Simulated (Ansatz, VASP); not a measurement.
Two plane-wave programs on SnO2

```
Sn O
1.0
     4.55087    0.00000    0.00000
     0.00000    4.55143    0.00000
     0.00000    0.00000    3.07459
Sn O
2 4
Direct
  0.50000 0.50000 0.50000
  0.00000 0.00000 0.00000
  0.30598 0.30618 0.00000
  0.80598 0.19382 0.50000
  0.19402 0.80618 0.50000
  0.69402 0.69382 0.00000
```

Alike in both runs: task single point; functional LDA; k mesh 6 × 6 × 8; occupations gaussian, width 0.05 eV; no spin polarisation.

|  | VASP | Ansatz |
| --- | --- | --- |
| version | VASP 6.6.1 | Ansatz 0.2.0 |
| potentials or method | VASP PAW LDA potentials, release 64 (Sn_d, O), cutoff 520 eV | scalar-relativistic, plane waves, PAW |
| valence electrons in the cell | 52 | 52 |

Ansatz gave:

| Item | Value |
| --- | --- |
| gap on the k mesh at the Fermi level (eV) | 2.56 |
| least direct gap on the mesh (eV) | 2.56 |
| rms of the force components (eV/Å) | 0.206 |

Problem. Which values does VASP return?

Solution. gap on the k mesh at the Fermi level (eV): 2.60; least direct gap on the mesh (eV): 2.60; rms of the force components (eV/Å): 0.220.

LDA's correlation is that of Perdew and Zunger in VASP and of Perdew and Wang (1992) in Ansatz. Atom by atom the forces differ by 0.015 eV/Å (rms over components).
